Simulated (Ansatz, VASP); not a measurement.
## One calculation of La, two programs

```
CELL_PARAMETERS angstrom
0.00000 2.63798 2.63798
2.63798 0.00000 2.63798
2.63798 2.63798 0.00000
ATOMIC_POSITIONS crystal
La 0.00000 0.00000 0.00000
```

Alike in both runs: task single point; functional PBEsol; k mesh 12 × 12 × 12; occupations fermi-dirac, width 0.1 eV; no spin polarisation.

|  | VASP | Ansatz |
| --- | --- | --- |
| version | VASP 6.6.1 | Ansatz 0.2.0 |
| potentials or method | VASP PAW PBE potentials, release 64 (La), cutoff 520 eV | plane waves (420 eV) with PAW, scalar-relativistic |
| valence electrons in the cell | 11 | 11 |

```tsv
	VASP	Ansatz	Ansatz less VASP
pressure (GPa)	-2.0	-2.0	-0.05
```

VASP's potentials were made for PBE, not for PBEsol, and Ansatz warns of the same on its side.

Spin-orbit coupling is off throughout.
